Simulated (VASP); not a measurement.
**Ta: single point with LDA**

Crystal: Ta.

```
CELL_PARAMETERS angstrom
-1.67301 1.67301 1.67301
1.67301 -1.67301 1.67301
1.67301 1.67301 -1.67301
ATOMIC_POSITIONS crystal
Ta 0.00000 0.00000 0.00000
```

* Program: VASP 6.6.1
* Task: single point
* Functional: LDA
* Potentials or basis: VASP PAW LDA potentials, release 64 (Ta_pv)
* Cutoff: 520 eV
* k mesh: 11 × 11 × 11
* Occupations: fermi-dirac, width 0.05 eV
* Spin: no spin polarisation
* Dipole correction: no
* Further INCAR settings: ALGO = Normal; EDIFF = 1e-06; NBANDS = 12

| Item | Value |
| --- | --- |
| Pressure | -15.4 GPa |

Levels at points of the mesh, in eV from the Fermi level:
| k point | band 3 | band 4 | band 5 | band 6 | band 7 | band 8 |
| --- | --- | --- | --- | --- | --- | --- |
| (0.00, 0.00, 0.00) | -33.05 | -7.69 | 0.67 | 0.67 | 0.67 | 3.79 |

Wall time 6.1 s on 1 thread of Intel(R) Xeon(R) Platinum 8488C (Sapphire Rapids) (shared host), peak memory 0.13 GiB.

Caveat: spin-orbit coupling is left out, which moves the levels of the heavy elements.
